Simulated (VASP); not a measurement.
## Fe: single point with PBEsol

The system is Fe.

```
Fe
1.0
     2.29480    0.00000    0.00000
     0.00000    2.29480    0.00000
     0.00000    0.00000    2.29480
Fe
1
Cartesian
  0.0000 0.0000 0.0000
```

This cell differs from its parent crystal: volume scaled by 1.08.

| Quantity | Value |
| --- | --- |
| Program | VASP 6.6.1 |
| Task | single point |
| Functional | PBEsol |
| Potentials or basis | VASP PAW PBE potentials, release 64 (Fe) |
| Cutoff | 520 eV |
| k mesh | 16 × 16 × 16 |
| Occupations | fermi-dirac, width 0.1 eV |
| Spin | no spin polarisation |
| Dipole correction | no |
| Further INCAR settings | ALGO = Normal; EDIFF = 1e-06; NBANDS = 10 |

```
Pressure               : -15.5 GPa
Band gap on the k mesh : zero (band 4 reaches 7.31 eV, above the bottom of band 5 at 4.63 eV)
```

Levels at points of the mesh, in eV from the Fermi level:
```csv
k point,band 2,band 3,band 4,band 5,band 6,band 7
"(0.00, 0.00, 0.00)",-3.61,-3.61,0.93,0.93,0.93,20.20
"(0.50, 0.00, 0.00)",-3.00,-1.16,-0.58,-0.58,1.06,5.50
"(0.50, 0.50, 0.00)",-2.46,-0.26,-0.26,1.97,5.65,5.65
"(0.50, 0.50, 0.50)",-3.29,-3.29,2.05,2.05,12.85,13.13
```

Run time: 11 s on 1 thread of Intel Xeon 6975P-C (shared host), peak memory 0.13 GiB.

Caveat: the PAW data sets were made with another functional, which shifts forces and pressure a little; the run has no spin polarisation, though such a crystal can be magnetic. Spin polarisation is off, so any magnetic state and its effect on volume and gap are missing.
